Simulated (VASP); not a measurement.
# Rb (Im-3m) in VASP: further runs, part 2 of 2

VASP 6.6.1.

## (3) Single point, r2SCAN

The input, POSCAR:

```
Rb
1.0
   -2.8677202310      2.8677202310      2.8677202310
    2.8677202310     -2.8677202310      2.8677202310
    2.8677202310      2.8677202310     -2.8677202310
Rb
1
Direct
    0.0000000000      0.0000000000      0.0000000000
```

The input, INCAR.step1:

```
SYSTEM = Rb
ALGO = Normal
EDIFF = 1E-4
ENCUT = 520
GGA = PE
ISMEAR = -1
LASPH = .TRUE.
LCHARG = .FALSE.
LREAL = .FALSE.
LWAVE = .TRUE.
NBANDS = 10
NELM = 100
PREC = Accurate
SIGMA = 0.1
```

The input, INCAR.step2:

```
SYSTEM = Rb
ALGO = Normal
EDIFF = 1E-6
ENCUT = 520
ISIF = 2
ISMEAR = -1
ISTART = 1
LASPH = .TRUE.
LCHARG = .TRUE.
LELF = .TRUE.
LMIXTAU = .TRUE.
LREAL = .FALSE.
LVHAR = .TRUE.
LWAVE = .FALSE.
METAGGA = R2SCAN
NBANDS = 10
NELM = 100
PREC = Accurate
SIGMA = 0.1
```

The input, KPOINTS:

```
k-points
0
G
  8 8 8
  0 0 0
```

Potentials or basis: VASP PAW PBE potentials, release 64 (Rb_sv).

Started as:

```
> cat potpaw_PBE.64/Rb_sv/POTCAR > POTCAR
> cp INCAR.step1 INCAR
> mpirun -np 1 vasp_std > vasp.out
> cp INCAR.step2 INCAR
> mpirun -np 1 vasp_std > vasp.out
```

OUTCAR:

```text
SYSTEM = Rb
   EDIFF = 1E-6
   ENCUT = 520
   ISIF = 2
   ISMEAR = -1
   ISTART = 1
   LASPH = .TRUE.
   LREAL = .FALSE.
   METAGGA = R2SCAN
   NELM = 100
   PREC = Accurate

 ion  position               nearest neighbor table
   1  0.000  0.000  0.000-

  LATTYP: Found a body centered cubic cell.
 ALAT       =     5.7354404620

  Lattice vectors:

 A1 = (  -2.8677202310,   2.8677202310,   2.8677202310)
 A2 = (   2.8677202310,  -2.8677202310,   2.8677202310)
 A3 = (   2.8677202310,   2.8677202310,  -2.8677202310)

Analysis of symmetry for initial positions (statically):
=====================================================================
 Subroutine PRICEL returns:
 Original cell was already a primitive cell.

 Routine SETGRP: Setting up the symmetry group for a
 body centered cubic supercell.

 Subroutine GETGRP returns: Found 48 space group operations
 (whereof 48 operations were pure point group operations)
 out of a pool of 48 trial point group operations.

The static configuration has the point symmetry O_h .

Analysis of symmetry for dynamics (positions and initial velocities):
=====================================================================
 Subroutine PRICEL returns:
 Original cell was already a primitive cell.

 Routine SETGRP: Setting up the symmetry group for a
 body centered cubic supercell.

 Subroutine GETGRP returns: Found 48 space group operations
 (whereof 48 operations were pure point group operations)
 out of a pool of 48 trial point group operations.

The dynamic configuration has the point symmetry O_h .

 Subroutine INISYM returns: Found 48 space group operations
 (whereof 48 operations are pure point group operations),
 and found     1 'primitive' translations

----------------------------------------------------------------------------------------

                                     Primitive cell

  volume of cell :      94.3345

  direct lattice vectors                    reciprocal lattice vectors
    -2.867720231  2.867720231  2.867720231     0.000000000  0.174354525  0.174354525
     2.867720231 -2.867720231  2.867720231     0.174354525  0.000000000  0.174354525
     2.867720231  2.867720231 -2.867720231     0.174354525  0.174354525  0.000000000

  length of vectors
     4.967037142  4.967037142  4.967037142     0.246574535  0.246574535  0.246574535

  position of ions in fractional coordinates (direct lattice)
     0.000000000  0.000000000  0.000000000

  ion indices of the primitive-cell ions
   primitive index   ion index
                 1           1

----------------------------------------------------------------------------------------

 KPOINTS: k-points

Automatic generation of k-mesh.
 Grid dimensions read from file:
 generate k-points for:    8    8    8

 Generating k-lattice:

  Cartesian coordinates                     Fractional coordinates (reciprocal lattice)
     0.000000000  0.021794316  0.021794316     0.125000000  0.000000000  0.000000000
     0.021794316  0.000000000  0.021794316     0.000000000  0.125000000  0.000000000
     0.021794316  0.021794316  0.000000000     0.000000000  0.000000000  0.125000000

  Length of vectors
     0.030821817  0.030821817  0.030821817

  Shift w.r.t. Gamma in fractional coordinates (k-lattice)
     0.000000000  0.000000000  0.000000000

 Subroutine IBZKPT returns following result:
 ===========================================

 Found     29 irreducible k-points:

 Following reciprocal coordinates:
            Coordinates               Weight
  0.000000  0.000000  0.000000      1.000000
  0.125000  0.000000  0.000000     12.000000
  0.250000  0.000000  0.000000     12.000000
  0.375000  0.000000  0.000000     12.000000
  0.500000  0.000000  0.000000      6.000000
  0.125000  0.125000  0.000000     24.000000
[... 16 lines left out ...]
 -0.250000  0.250000  0.250000      6.000000
 -0.375000  0.375000  0.250000     24.000000
 [... further k-points ...]
   k-points           NKPTS =     29   k-points in BZ     NKDIM =     29   number of bands    NBANDS=     10
   number of dos      NEDOS =    301   number of ions     NIONS =      1
   total plane-waves  NPLWV =  64000
   dimension x,y,z NGX =    40 NGY =   40 NGZ =   40
   dimension x,y,z NGXF=    80 NGYF=   80 NGZF=   80
   ions per type =               1
   NGX,Y,Z   is equivalent  to a cutoff of  13.39, 13.39, 13.39 a.u.
   NGXF,Y,Z  is equivalent  to a cutoff of  26.78, 26.78, 26.78 a.u.
 SYSTEM =  Rb
   PREC   = accura    normal or accurate (medium, high low for compatibility)
   ISTART =      1    job   : 0-new  1-cont  2-samecut
   ICHARG =      0    charge: 1-file 2-atom 10-const
   ISPIN  =      1    spin polarized calculation?
   LNONCOLLINEAR =      F non collinear calculations
   LSORBIT =      F    spin-orbit coupling
   LASPH  =      T    aspherical Exc in radial PAW
   ENCUT  =  520.0 eV  38.22 Ry    6.18 a.u.   9.24  9.24  9.24*2*pi/ulx,y,z
   NELM   =    100;   NELMIN=  2; NELMDL=  0     # of ELM steps
   EDIFF  = 0.1E-05   stopping-criterion for ELM
   LREAL  =      F    real-space projection
   EDIFFG = 0.1E-04   stopping-criterion for IOM
   NSW    =      0    number of steps for IOM
   IBRION =     -1    ionic relax: 0-MD 1-quasi-New 2-CG
   NFREE  =      0    steps in history (QN), initial steepest desc. (CG)
   ISIF   =      2    stress and relaxation
   ISYM   =      2    0-nonsym 1-usesym 2-fastsym
   POTIM  = 0.5000    time-step for ionic-motion
   TEBEG  =    0.0;   TEEND  =   0.0 temperature during run
   PSTRESS=    0.0 pullay stress
   NELECT =       9.0000    total number of electrons
   NUPDOWN=      -1.0000    fix difference up-down
   EMIN   =  10.00;   EMAX   =-10.00  energy-range for DOS
   EFERMI =   0.00;   METHOD = LEGACY
   ISMEAR =    -1;   SIGMA  =   0.10  broadening in eV -4-tet -1-fermi 0-gaus
   EFERMI_NEDOS =   21; number of points for ismear=-14 and -15
   IALGO  =     38    algorithm
   IMIX   =      4    mixing-type and parameters
     AMIX     =   0.40;   BMIX     =  1.00
     AMIX_MAG =   1.60;   BMIX_MAG =  1.00
  volume/ion in A,a.u.               =      94.33       636.60
  Fermi-wavevector in a.u.,A,eV,Ry     =   0.748053  1.413615  7.613588  0.559583
  Thomas-Fermi vector in A             =   1.844251
   LORBIT       =      0    0 simple, 1 ext, 2 COOP (PROOUT), +10 PAW based schemes
   METAGGA = R2SCAN    functional components
   LHFCALC =     F    Hartree Fock is set to
   AEXX    =    0.0000 exact exchange contribution
   IVDW    =     0    specifies the selected vdW correction
   LEPSILON=     F    determine dielectric tensor
   LRPA    =     F    only Hartree local field effects (RPA)
 non-spin polarized calculation
  energy-cutoff  :      520.00
  volume of cell :       94.33
 maximum number of plane-waves:      2556
 NGX is ok and might be reduce to    40
   NGX = 19   NGY = 19   NGZ = 19

 number of electron       9.0000000 magnetization

 Free energy of the ion-electron system (eV)
  ---------------------------------------------------
  ext. energy  EPLUGINS =         0.00000000
  ---------------------------------------------------
  free energy    TOTEN  =       -13.93072477 eV

  energy without entropy =      -13.89911010  energy(sigma->0) =      -13.91491744

 E-fermi :   0.0008     XC(G=0):  -5.6338

 val. band max:       -0.0313136381   @ k =   0.2500   0.2500   0.0000
 cond. band min:       0.0945164169   @ k =  -0.3750   0.3750   0.2500
 fundamental gap:      0.1258300550
 Fermi energy:         0.0007629026

 k-point     1 :       0.0000    0.0000    0.0000
  band No.  band energies     occupation
      1     -30.1071      2.00000
      2     -13.5996      2.00000
      3     -13.5996      2.00000
      4     -13.5996      2.00000
      5      -2.0545      2.00000
      6       4.0706      0.00000
      7       4.0706      0.00000
      8       4.0706      0.00000
      9       5.0262      0.00000
     10       5.0262      0.00000
[... 287 lines left out ...]
 k-point    24 :      -0.3750    0.3750    0.2500
  band No.  band energies     occupation
      1     -30.1023      2.00000
      2     -13.6638      2.00000
      3     -13.6399      2.00000
      4     -13.6314      2.00000
      5       0.0945      0.56280
      6       1.7884      0.00000
      7       3.1773      0.00000
      8       3.1893      0.00000
      9       4.3781      0.00000
     10       5.5778      0.00000

 [... further k-points ...]

------------------------ aborting loop because EDIFF is reached ----------------------------------------

  FORCE on cell =-STRESS in cart. coord.  units (eV):
  Direction    XX          YY          ZZ          XY          YZ          ZX
  --------------------------------------------------------------------------------------
  -------------------------------------------------------------------------------------
  Total        0.0170478      0.0170478      0.0170478     -0.0000000      0.0000000     -0.0000000
  in kB        0.2895402      0.2895402      0.2895402     -0.0000000      0.0000000     -0.0000000
  external PRESSURE =       0.2895402 kB  Pullay stress =       0.0000000 kB

 VOLUME and BASIS-vectors are now :
 -----------------------------------------------------------------------------
  energy-cutoff  :      520.00
  volume of cell :       94.33
      direct lattice vectors                 reciprocal lattice vectors
    -2.867720231  2.867720231  2.867720231     0.000000000  0.174354525  0.174354525
     2.867720231 -2.867720231  2.867720231     0.174354525  0.000000000  0.174354525
     2.867720231  2.867720231 -2.867720231     0.174354525  0.174354525  0.000000000

 POSITION                                       TOTAL-FORCE (eV/Angst)
 -----------------------------------------------------------------------------------
      0.00000      0.00000      0.00000         0.000000      0.000000      0.000000
 -----------------------------------------------------------------------------------
    total drift:                               -0.000000      0.000000     -0.000000

  FREE ENERGIE OF THE ION-ELECTRON SYSTEM (eV)
  ---------------------------------------------------
  free  energy   TOTEN  =       -13.9307247737 eV

  energy  without entropy=      -13.8991100985  energy(sigma->0) =      -13.91491744
```

OUTCAR.step1:

```text
SYSTEM = Rb
   EDIFF = 1E-4
   ENCUT = 520
   GGA = PE
   ISMEAR = -1
   LASPH = .TRUE.
   LREAL = .FALSE.
[... 528 lines left out ...]
 -----------------------------------------------------------------------------------
      0.00000      0.00000      0.00000         0.000000     -0.000000     -0.000000
 -----------------------------------------------------------------------------------
    total drift:                               -0.000000      0.000000     -0.000000

  FREE ENERGIE OF THE ION-ELECTRON SYSTEM (eV)
  ---------------------------------------------------
  free  energy   TOTEN  =        -0.9484810650 eV

  energy  without entropy=       -0.9148774848  energy(sigma->0) =       -0.93167927
```

It took 3.7 min on 1 thread of Intel Xeon 8259CL, shared host; peak memory 0.25 GiB.

What came out:

```yaml
Free_energy: -13.9307 eV
Pressure: 0.0 GPa
Band_gap_on_the_k_mesh: zero (an odd number of electrons rules out a gap without spin polarisation)
```

Caveat: the PAW data sets were made with another functional, which shifts forces and pressure a little.

## (4) Single point, r2SCAN

POSCAR is that of step 3.

The input, INCAR.step1:

```
ALGO = Normal
EDIFF = 1E-4
ENCUT = 520
GGA = PE
ISMEAR = -1
LASPH = T
LCHARG = F
LREAL = F
LWAVE = T
NBANDS = 10
NELM = 80
PREC = Accurate
SIGMA = 0.1
```

The input, INCAR.step2:

```
ALGO = Normal
EDIFF = 1E-7
ENCUT = 520
ISIF = 2
ISMEAR = -1
ISTART = 1
LASPH = T
LCHARG = T
LELF = T
LMIXTAU = T
LREAL = F
LVHAR = T
LWAVE = F
METAGGA = R2SCAN
NBANDS = 10
NELM = 80
PREC = Accurate
SIGMA = 0.1
```

The input, KPOINTS:

```
k-points
0
Gamma
  8 8 8
```

Potentials or basis: VASP PAW PBE potentials, release 64 (Rb_sv).

Started as:

```
> cat potpaw_PBE.64/Rb_sv/POTCAR > POTCAR
> cp INCAR.step1 INCAR
> mpirun -np 1 vasp_std > vasp.out
> cp INCAR.step2 INCAR
> mpirun -np 1 vasp_std > vasp.out
```

OUTCAR:

```text
EDIFF = 1E-7
   ENCUT = 520
   ISIF = 2
   ISMEAR = -1
   ISTART = 1
   LASPH = T
   LREAL = F
   METAGGA = R2SCAN
   NELM = 80
   PREC = Accurate

 ion  position               nearest neighbor table
   1  0.000  0.000  0.000-

  LATTYP: Found a body centered cubic cell.
 ALAT       =     5.7354404620

  Lattice vectors:

 A1 = (  -2.8677202310,   2.8677202310,   2.8677202310)
 A2 = (   2.8677202310,  -2.8677202310,   2.8677202310)
 A3 = (   2.8677202310,   2.8677202310,  -2.8677202310)

Analysis of symmetry for initial positions (statically):
=====================================================================
 Subroutine PRICEL returns:
 Original cell was already a primitive cell.

 Routine SETGRP: Setting up the symmetry group for a
 body centered cubic supercell.

 Subroutine GETGRP returns: Found 48 space group operations
 (whereof 48 operations were pure point group operations)
 out of a pool of 48 trial point group operations.

The static configuration has the point symmetry O_h .
[... 162 lines left out ...]
 cond. band min:       0.0946527186   @ k =  -0.3750   0.3750   0.2500
 fundamental gap:      0.1258551114
 Fermi energy:         0.0008651711

 k-point     1 :       0.0000    0.0000    0.0000
  band No.  band energies     occupation
      1     -30.1071      2.00000
      2     -13.5996      2.00000
      3     -13.5996      2.00000
      4     -13.5996      2.00000
      5      -2.0542      2.00000
      6       4.0702      0.00000
      7       4.0702      0.00000
      8       4.0702      0.00000
      9       5.0258      0.00000
     10       5.0258      0.00000
[... 287 lines left out ...]
 k-point    24 :      -0.3750    0.3750    0.2500
  band No.  band energies     occupation
      1     -30.1023      2.00000
      2     -13.6638      2.00000
      3     -13.6399      2.00000
      4     -13.6314      2.00000
      5       0.0947      0.56266
      6       1.7885      0.00000
      7       3.1770      0.00000
      8       3.1889      0.00000
      9       4.3776      0.00000
     10       5.5774      0.00000

 [... further k-points ...]

------------------------ aborting loop because EDIFF is reached ----------------------------------------

  FORCE on cell =-STRESS in cart. coord.  units (eV):
  Direction    XX          YY          ZZ          XY          YZ          ZX
  --------------------------------------------------------------------------------------
  -------------------------------------------------------------------------------------
  Total        0.0166490      0.0166490      0.0166490     -0.0000000     -0.0000000     -0.0000000
  in kB        0.2827674      0.2827674      0.2827674     -0.0000000     -0.0000000     -0.0000000
  external PRESSURE =       0.2827674 kB  Pullay stress =       0.0000000 kB

 VOLUME and BASIS-vectors are now :
 -----------------------------------------------------------------------------
  energy-cutoff  :      520.00
  volume of cell :       94.33
      direct lattice vectors                 reciprocal lattice vectors
    -2.867720231  2.867720231  2.867720231     0.000000000  0.174354525  0.174354525
     2.867720231 -2.867720231  2.867720231     0.174354525  0.000000000  0.174354525
     2.867720231  2.867720231 -2.867720231     0.174354525  0.174354525  0.000000000

 POSITION                                       TOTAL-FORCE (eV/Angst)
 -----------------------------------------------------------------------------------
      0.00000      0.00000      0.00000        -0.000000      0.000000      0.000000
 -----------------------------------------------------------------------------------
    total drift:                                0.000000     -0.000000     -0.000000

  FREE ENERGIE OF THE ION-ELECTRON SYSTEM (eV)
  ---------------------------------------------------
  free  energy   TOTEN  =       -13.9307241989 eV

  energy  without entropy=      -13.8991073164  energy(sigma->0) =      -13.91491576
```

OUTCAR.step1:

```text
EDIFF = 1E-4
   ENCUT = 520
   GGA = PE
   ISMEAR = -1
   LASPH = T
   LREAL = F
[... 526 lines left out ...]

 POSITION                                       TOTAL-FORCE (eV/Angst)
 -----------------------------------------------------------------------------------
      0.00000      0.00000      0.00000         0.000000     -0.000000     -0.000000
 -----------------------------------------------------------------------------------
    total drift:                               -0.000000      0.000000     -0.000000

  FREE ENERGIE OF THE ION-ELECTRON SYSTEM (eV)
  ---------------------------------------------------
  free  energy   TOTEN  =        -0.9484810650 eV

  energy  without entropy=       -0.9148774848  energy(sigma->0) =       -0.93167927
```

It took 4.1 min on 1 thread of Intel Xeon 8259CL, shared host; peak memory 0.25 GiB.

Results:

| Quantity | Value |
| --- | --- |
| Free energy | -13.9307 eV |
| Pressure | 0.0 GPa |
| Band gap on the k mesh | zero (an odd number of electrons rules out a gap without spin polarisation) |

Caveat: the PAW data sets were made with another functional, which shifts forces and pressure a little.

The gap in the log of VASP goes by the Fermi energy; the results here count the filled bands.